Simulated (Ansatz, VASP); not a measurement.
## TlHgS2 in VASP and in Ansatz

```
Tl Hg S
1.0
    -2.96601    2.96601    2.73730
     2.96601   -2.96601    2.73730
     2.96601    2.96601   -2.73730
Tl Hg S
1 1 2
Cartesian
  0.0000 0.0000 2.7373
  0.0000 0.0000 0.0000
  0.0000 2.9660 1.3687
  2.9660 0.0000 1.3687
```

Alike in both runs: functional PBE; k mesh 12 × 12 × 12; occupations gaussian, width 0.1 eV; no spin polarisation.

Ansatz relaxed the structure, and its values are those at the end. VASP's run is a single point on that final structure, the one shown.

```csv
,VASP,Ansatz
version,VASP 6.6.1,Ansatz 0.2.0
potentials or method,"VASP PAW PBE potentials, release 64 (Tl_d, Hg, S), cutoff 520 eV","scalar-relativistic, plane waves, PAW"
valence electrons in the cell,37,45
```

Ansatz gave:

| Quantity | Value |
| --- | --- |
| gap on the k mesh at the Fermi level (eV) | none |
| pressure (GPa) | 0.0 |

**Question.** What did VASP give for the same quantities?

**Answer.** gap on the k mesh at the Fermi level (eV): none; pressure (GPa): 0.1.

A gap of «none» marks a metal or a gap that the smearing closes. VASP's potentials hold 37 valence electrons a cell and Ansatz's 45, so a difference there can come from the potentials and not from the codes.

Spin-orbit coupling is off throughout.
